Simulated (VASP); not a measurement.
# NiO (Fm-3m) in VASP: notebook

The runs below take NiO through single point, with LDA+U.

Program: VASP 6.6.1. These are calculated values, not measurements. Logs are shortened: lines on timing, memory, paths and dates and some standing lists are left out, and cuts for length are marked.

## (1) The cell of the first run

It takes space group Fm-3m (No. 225, cubic). The conventional cell has a = 4.183 Å, b = 4.183 Å, c = 4.183 Å, α = 90.00°, β = 90.00°, γ = 90.00°. Ni (site symmetry m-3m) has 6 O at 2.09 Å within 2.8 Å. O (site symmetry m-3m) has 6 Ni at 2.09 Å within 2.8 Å.

## (2) Single point, LDA+U, collinear spin, ferromagnetic start

File INCAR:

```
ALGO = Normal ; EDIFF = 1E-6
ENCUT = 520 ; ISIF = 2
ISMEAR = 0 ; ISPIN = 2
LASPH = True ; LCHARG = False
LDAU = True ; LDAUJ = 0.9 0
LDAUL = 2 -1 ; LDAUPRINT = 1
LDAUTYPE = 1 ; LDAUU = 6 0
LMAXMIX = 4 ; LORBIT = 11
LREAL = False ; LWAVE = False
MAGMOM = 1 0 ; NBANDS = 19
NELM = 150 ; NUPDOWN = 1.0
PREC = Accurate ; SIGMA = 0.05
```

File KPOINTS:

```
k-points
0
Gamma
  8 8 8
```

File POSCAR:

```
NiO
1.0
    0.0000000000      2.0913095100      2.0913095100
    2.0913095100      0.0000000000      2.0913095100
    2.0913095100      2.0913095100      0.0000000000
Ni O
1 1
Direct
    0.0000000000      0.0000000000      0.0000000000
    0.5000000000      0.5000000000      0.5000000000
```

Potentials or basis: VASP PAW LDA potentials, release 64 (Ni, O).

Command:

```sh
$ cat potpaw_LDA.64/Ni/POTCAR potpaw_LDA.64/O/POTCAR > POTCAR
$ mpirun -np 1 vasp_std > vasp.out
```

OUTCAR:

```text
EDIFF = 1E-6
   ENCUT = 520
   ISIF = 2
   ISMEAR = 0
   ISPIN = 2
   LASPH = True
   LORBIT = 11
   LREAL = False
   NELM = 150
   NUPDOWN = 1.0
   PREC = Accurate

 ion  position               nearest neighbor table
   1  0.000  0.000  0.000-   2 2.09   2 2.09   2 2.09   2 2.09   2 2.09   2 2.09
   2  0.500  0.500  0.500-   1 2.09   1 2.09   1 2.09   1 2.09   1 2.09   1 2.09

  LATTYP: Found a face centered cubic cell.
 ALAT       =     4.1826190200

  Lattice vectors:

 A1 = (   0.0000000000,   2.0913095100,   2.0913095100)
 A2 = (   2.0913095100,   0.0000000000,   2.0913095100)
 A3 = (   2.0913095100,   2.0913095100,   0.0000000000)

Analysis of symmetry for initial positions (statically):
=====================================================================
 Subroutine PRICEL returns:
 Original cell was already a primitive cell.

 Routine SETGRP: Setting up the symmetry group for a
 face centered cubic supercell.

 Subroutine GETGRP returns: Found 48 space group operations
 (whereof 48 operations were pure point group operations)
 out of a pool of 48 trial point group operations.

The static configuration has the point symmetry O_h .

Analysis of symmetry for dynamics (positions and initial velocities):
=====================================================================
 Subroutine PRICEL returns:
 Original cell was already a primitive cell.

 Routine SETGRP: Setting up the symmetry group for a
 face centered cubic supercell.

 Subroutine GETGRP returns: Found 48 space group operations
 (whereof 48 operations were pure point group operations)
 out of a pool of 48 trial point group operations.

The dynamic configuration has the point symmetry O_h .

Analysis of structural, dynamic, and magnetic symmetry:
=====================================================================
 Subroutine PRICEL returns:
 Original cell was already a primitive cell.

 Routine SETGRP: Setting up the symmetry group for a
 face centered cubic supercell.

 Subroutine GETGRP returns: Found 48 space group operations
 (whereof 48 operations were pure point group operations)
 out of a pool of 48 trial point group operations.

The overall configuration has the point symmetry O_h .

 Subroutine INISYM returns: Found 48 space group operations
 (whereof 48 operations are pure point group operations),
 and found     1 'primitive' translations

----------------------------------------------------------------------------------------

                                     Primitive cell

  volume of cell :      18.2930

  direct lattice vectors                    reciprocal lattice vectors
     0.000000000  2.091309510  2.091309510    -0.239084649  0.239084649  0.239084649
     2.091309510  0.000000000  2.091309510     0.239084649 -0.239084649  0.239084649
     2.091309510  2.091309510  0.000000000     0.239084649  0.239084649 -0.239084649

  length of vectors
     2.957558272  2.957558272  2.957558272     0.414106759  0.414106759  0.414106759

  position of ions in fractional coordinates (direct lattice)
     0.000000000  0.000000000  0.000000000
     0.500000000  0.500000000  0.500000000

  ion indices of the primitive-cell ions
   primitive index   ion index
                 1           1
                 2           2

----------------------------------------------------------------------------------------

 KPOINTS: k-points

Automatic generation of k-mesh.
 Grid dimensions read from file:
 generate k-points for:    8    8    8

 Generating k-lattice:

  Cartesian coordinates                     Fractional coordinates (reciprocal lattice)
[... 58 lines left out ...]
   ENCUT  =  520.0 eV  38.22 Ry    6.18 a.u.   5.50  5.50  5.50*2*pi/ulx,y,z
   NELM   =    150;   NELMIN=  2; NELMDL= -5     # of ELM steps
   EDIFF  = 0.1E-05   stopping-criterion for ELM
   LREAL  =      F    real-space projection
   EDIFFG = 0.1E-04   stopping-criterion for IOM
   NSW    =      0    number of steps for IOM
   IBRION =     -1    ionic relax: 0-MD 1-quasi-New 2-CG
   NFREE  =      0    steps in history (QN), initial steepest desc. (CG)
   ISIF   =      2    stress and relaxation
   ISYM   =      2    0-nonsym 1-usesym 2-fastsym
   POTIM  = 0.5000    time-step for ionic-motion
   TEBEG  =    0.0;   TEEND  =   0.0 temperature during run
   PSTRESS=    0.0 pullay stress
   NELECT =      16.0000    total number of electrons
   NUPDOWN=       1.0000    fix difference up-down
   EMIN   =  10.00;   EMAX   =-10.00  energy-range for DOS
   EFERMI =   0.00;   METHOD = LEGACY
   ISMEAR =     0;   SIGMA  =   0.05  broadening in eV -4-tet -1-fermi 0-gaus
   EFERMI_NEDOS =   21; number of points for ismear=-14 and -15
   IALGO  =     38    algorithm
   IMIX   =      4    mixing-type and parameters
     AMIX     =   0.40;   BMIX     =  1.00
     AMIX_MAG =   1.60;   BMIX_MAG =  1.00
  volume/ion in A,a.u.               =       9.15        61.72
  Fermi-wavevector in a.u.,A,eV,Ry     =   1.565621  2.958594 33.350161  2.451168
  Thomas-Fermi vector in A             =   2.668070
   LORBIT       =     11    0 simple, 1 ext, 2 COOP (PROOUT), +10 PAW based schemes
 LDA+U is selected, type is set to LDAUTYPE =  1
   angular momentum for each species LDAUL =     2   -1
   U (eV)           for each species LDAUU =   6.0  0.0
   J (eV)           for each species LDAUJ =   0.9  0.0
   GGA     = CA    functional components
   LHFCALC =     F    Hartree Fock is set to
   AEXX    =    0.0000 exact exchange contribution
   IVDW    =     0    specifies the selected vdW correction
   LEPSILON=     F    determine dielectric tensor
   LRPA    =     F    only Hartree local field effects (RPA)
 spin polarized calculation
 Gauss-broadening in eV      SIGMA  =   0.05
  energy-cutoff  :      520.00
  volume of cell :       18.29
 maximum number of plane-waves:       531
 NGX is ok and might be reduce to    24
   NGX = 11   NGY = 11   NGZ = 11

atom =   1  type =  1  l = 2

 onsite density matrix

spin component  1

  0.9715 -0.0000  0.0000  0.0000 -0.0000
 -0.0000  0.9715  0.0000  0.0000  0.0000
  0.0000  0.0000  0.9159  0.0000 -0.0000
  0.0000  0.0000  0.0000  0.9715  0.0000
 -0.0000  0.0000 -0.0000  0.0000  0.9159

spin component  2

  0.9753 -0.0000 -0.0000  0.0000  0.0000
 -0.0000  0.9753  0.0000  0.0000  0.0000
 -0.0000  0.0000  0.3928  0.0000 -0.0000
  0.0000  0.0000  0.0000  0.9753  0.0000
  0.0000  0.0000 -0.0000  0.0000  0.3928

 occupancies and eigenvectors

  o =  0.3928  v =  0.0000  0.0000  0.0000  0.0000  0.0000  0.0000  0.0000 -0.9997 -0.0000 -0.0230      0.0000  0.0000  0.0000  0.0000  0.0000  0.0000  0.0000  0.0000  0.0000  0.0000
  o =  0.3928  v =  0.0000  0.0000  0.0000  0.0000  0.0000  0.0000  0.0000  0.0230  0.0000 -0.9997      0.0000  0.0000  0.0000  0.0000  0.0000  0.0000  0.0000  0.0000  0.0000  0.0000
  o =  0.9159  v =  0.0000  0.0000  0.1825 -0.0000 -0.9832  0.0000  0.0000  0.0000  0.0000  0.0000      0.0000  0.0000  0.0000  0.0000  0.0000  0.0000  0.0000  0.0000  0.0000  0.0000
  o =  0.9159  v =  0.0000  0.0000  0.9832 -0.0000  0.1825  0.0000  0.0000  0.0000  0.0000  0.0000      0.0000  0.0000  0.0000  0.0000  0.0000  0.0000  0.0000  0.0000  0.0000  0.0000
  o =  0.9715  v =  1.0000  0.0000  0.0000  0.0000  0.0000  0.0000  0.0000  0.0000  0.0000  0.0000      0.0000  0.0000  0.0000  0.0000  0.0000  0.0000  0.0000  0.0000  0.0000  0.0000
  o =  0.9715  v =  0.0000  0.3732 -0.0000 -0.9278  0.0000  0.0000  0.0000  0.0000  0.0000  0.0000      0.0000  0.0000  0.0000  0.0000  0.0000  0.0000  0.0000  0.0000  0.0000  0.0000
  o =  0.9715  v =  0.0000 -0.9278  0.0000 -0.3732 -0.0000  0.0000  0.0000  0.0000  0.0000  0.0000      0.0000  0.0000  0.0000  0.0000  0.0000  0.0000  0.0000  0.0000  0.0000  0.0000
  o =  0.9753  v =  0.0000  0.0000  0.0000  0.0000  0.0000  0.0000 -0.8164 -0.0000  0.5775 -0.0000      0.0000  0.0000  0.0000  0.0000  0.0000  0.0000  0.0000  0.0000  0.0000  0.0000
  o =  0.9753  v =  0.0000  0.0000  0.0000  0.0000  0.0000  1.0000  0.0000  0.0000  0.0000  0.0000      0.0000  0.0000  0.0000  0.0000  0.0000  0.0000  0.0000  0.0000  0.0000  0.0000
  o =  0.9753  v =  0.0000  0.0000  0.0000  0.0000  0.0000  0.0000  0.5775 -0.0000  0.8164  0.0000      0.0000  0.0000  0.0000  0.0000  0.0000  0.0000  0.0000  0.0000  0.0000  0.0000

 number of electron      16.0000005 magnetization       1.0000000

 Free energy of the ion-electron system (eV)
  ---------------------------------------------------
  ext. energy  EPLUGINS =         0.00000000
  ---------------------------------------------------
  free energy    TOTEN  =       -11.02860483 eV

  energy without entropy =      -11.02625236  energy(sigma->0) =      -11.02742859

 E-fermi :   8.2771     XC(G=0): -13.1188

 val. band max:        8.2551716064   @ k =  -0.2500   0.3750   0.1250
 cond. band min:       6.3881896145   @ k =  -0.3750   0.2500   0.1250
 fundamental gap:     -1.8669819919
 Fermi energy:         6.3087623881

 spin component 1

 k-point     1 :       0.0000    0.0000    0.0000
  band No.  band energies     occupation
      1     -12.6055      1.00000
      2       2.9091      1.00000
      3       2.9091      1.00000
      4       3.2669      1.00000
      5       3.2669      1.00000
      6       3.2669      1.00000
[... 1049 lines left out ...]
     18      38.0454      0.00000
     19      38.9530      0.00000

 [... further k-points ...]
[... 5 lines left out ...]
  --------------------------------------------------------------------------------------
  -------------------------------------------------------------------------------------
  Total       -2.6594346     -2.6594346     -2.6594346      0.0000000      0.0000000      0.0000000
  in kB     -232.9243848   -232.9243848   -232.9243848      0.0000000      0.0000000      0.0000000
  external PRESSURE =    -232.9243848 kB  Pullay stress =       0.0000000 kB

 VOLUME and BASIS-vectors are now :
 -----------------------------------------------------------------------------
  energy-cutoff  :      520.00
  volume of cell :       18.29
      direct lattice vectors                 reciprocal lattice vectors
     0.000000000  2.091309510  2.091309510    -0.239084649  0.239084649  0.239084649
     2.091309510  0.000000000  2.091309510     0.239084649 -0.239084649  0.239084649
     2.091309510  2.091309510  0.000000000     0.239084649  0.239084649 -0.239084649

 POSITION                                       TOTAL-FORCE (eV/Angst)
 -----------------------------------------------------------------------------------
      0.00000      0.00000      0.00000        -0.000000     -0.000000     -0.000000
      2.09131      2.09131      2.09131         0.000000      0.000000      0.000000
 -----------------------------------------------------------------------------------
    total drift:                                0.000000     -0.000000     -0.000000

  FREE ENERGIE OF THE ION-ELECTRON SYSTEM (eV)
  ---------------------------------------------------
  free  energy   TOTEN  =       -11.0286048316 eV

  energy  without entropy=      -11.0262523553  energy(sigma->0) =      -11.02742859

 total charge

# of ion       s       p       d       tot
------------------------------------------
    1        0.327   0.395   8.428   9.150
    2        1.550   3.355   0.000   4.906
--------------------------------------------------
tot          1.878   3.750   8.428  14.056

 magnetization (x)

# of ion       s       p       d       tot
------------------------------------------
    1        0.010   0.010   1.035   1.055
    2        0.013  -0.055   0.000  -0.042
--------------------------------------------------
tot          0.022  -0.045   1.035   1.012
```

It took 11 s on 1 thread of Intel Xeon 6975P-C, shared host; peak memory 0.14 GiB.

What came out:

| Item | Value |
| --- | --- |
| Free energy | -11.0286 eV |
| Pressure | -23.3 GPa |
| Net moment | 1.00 μB per cell |
| Site moments | Ni +1.05; O -0.04 μB |
| Valence electrons inside the program's atomic spheres | Ni 9.15; O 4.91 |

Eigenvalues of the final occupation matrices:
```csv
site,spin,trace,eigenvalues
site 1 d,1,4.75,0.92 0.92 0.97 0.97 0.97
site 1 d,2,3.71,0.39 0.39 0.98 0.98 0.98
```

Caveat: the total moment is fixed, so each spin has its own Fermi level; a cell with one magnetic atom can't hold antiferromagnetic order, which such compounds often take. The state reached can hang on the start; a lower one may exist.

## (3) Single point, LDA+U, collinear spin, ferromagnetic start

File INCAR:

```
SYSTEM = NiO
PREC     = Accurate       ! precision mode
ENCUT    = 520            ! plane-wave cutoff, eV
EDIFF    = 1E-6           ! SCF threshold, eV
ISMEAR   = 0              ! smearing method
SIGMA    = 0.05           ! smearing width, eV
LREAL    = .FALSE.        ! projectors in reciprocal space
LASPH    = .TRUE.         ! aspherical terms in the spheres
NELM     = 150            ! most SCF steps
ALGO     = Normal         ! electronic algorithm
ISIF     = 2              ! what is computed and relaxed
LWAVE    = .FALSE.        ! write WAVECAR
LCHARG   = .FALSE.        ! write CHGCAR
ISPIN    = 2              ! spin polarisation
MAGMOM   = 0.5 0          ! initial moments
LORBIT   = 11             ! projections on sites
NUPDOWN  = 0.5            ! fixed moment
LMAXMIX  = 4              ! l up to which the mixer works
LDAU     = .TRUE.         ! DFT+U
LDAUTYPE = 1            
LDAUL    = 2 -1           ! shell
LDAUU    = 6 0            ! U, eV
LDAUJ    = 0.9 0        
LDAUPRINT= 1            
GGA      = CA             ! functional
NBANDS   = 19             ! bands
```

File KPOINTS:

```
regular mesh
0
G
  8 8 8
  0 0 0
```

POSCAR is that of step 2.

Potentials or basis: VASP PAW LDA potentials, release 64 (Ni, O).

Command:

```sh
$ cat potpaw_LDA.64/Ni/POTCAR potpaw_LDA.64/O/POTCAR > POTCAR
$ mpirun -np 1 vasp_std > vasp.out
```

It took 13 s on 1 thread of Intel Xeon 6975P-C, shared host; peak memory 0.14 GiB.

Results (log left out):

```yaml
Free_energy: -10.6134 eV
Pressure: -26.7 GPa
Net_moment: 0.50 μB per cell
Site_moments: Ni +0.58; O -0.07 μB
Valence_electrons_inside_the_program's_atomic_spheres: Ni 9.19; O 4.88
```

Eigenvalues of the final occupation matrices:
| site | spin | trace | eigenvalues |
| --- | --- | --- | --- |
| site 1 d | 1 | 4.55 | 0.82 0.82 0.97 0.97 0.97 |
| site 1 d | 2 | 3.97 | 0.53 0.53 0.97 0.97 0.97 |

Caveat: the total moment is fixed, so each spin has its own Fermi level; a cell with one magnetic atom can't hold antiferromagnetic order, which such compounds often take. The state reached can hang on the start; a lower one may exist.

## (4) Single point, LDA+U, collinear spin, zero start

File INCAR:

```
PREC = Accurate ; ENCUT = 520
EDIFF = 1E-6 ; ISMEAR = 0
SIGMA = 0.05 ; LREAL = F
LASPH = T ; NELM = 150
ALGO = Normal ; ISIF = 2
LWAVE = F ; LCHARG = F
ISPIN = 2 ; MAGMOM = 0 0
LORBIT = 11 ; NUPDOWN = 0.0
LMAXMIX = 4 ; LDAU = T
LDAUTYPE = 1 ; LDAUL = 2 -1
LDAUU = 6 0 ; LDAUJ = 0.9 0
LDAUPRINT = 1 ; GGA = CA
NBANDS = 19
```

File KPOINTS:

```
regular mesh
0
Gamma
  8 8 8
```

POSCAR is that of step 3.

Command:

```sh
$ cat potpaw_LDA.64/Ni/POTCAR potpaw_LDA.64/O/POTCAR > POTCAR
$ mpirun -np 1 vasp_std > vasp.out
```

Run time: 11 s. Hardware: 1 thread of Intel Xeon 6975P-C, shared host; peak memory 0.14 GiB.

The run converged. Its results:

```
Free energy                                           : -10.4315 eV
Pressure                                              : -28.1 GPa
Net moment                                            : 0.00 μB per cell
Valence electrons inside the program's atomic spheres : Ni 9.20; O 4.88
```

Eigenvalues of the final occupation matrices:
| site | spin | trace | eigenvalues |
| --- | --- | --- | --- |
| site 1 d | 1 | 4.27 | 0.68 0.68 0.97 0.97 0.97 |
| site 1 d | 2 | 4.27 | 0.68 0.68 0.97 0.97 0.97 |

Caveat: the total moment is fixed, so each spin has its own Fermi level.

## (5) The runs side by side

```csv
spin,fixed moment (μB),pressure (GPa),moment (μB)
"collinear, ferromagnetic start",1.0,-23.3,1.00
"collinear, ferromagnetic start",0.5,-26.7,0.50
"collinear, zero start",0.0,-28.1,0.00
```

Alike in all rows: task single point; level LDA+U; potentials or basis VASP PAW LDA potentials, release 64 (Ni, O); Ni d U = 6.0 eV, J = 0.9 eV; cell as given; k mesh 8 × 8 × 8; cutoff (eV) 520; smearing gaussian 0.05 eV.

Caveats: the total moment is fixed, so each spin has its own Fermi level; a cell with one magnetic atom can't hold antiferromagnetic order, which such compounds often take (some runs).

Total energies depend on the potentials used, so only differences within one code and one set of settings carry meaning.
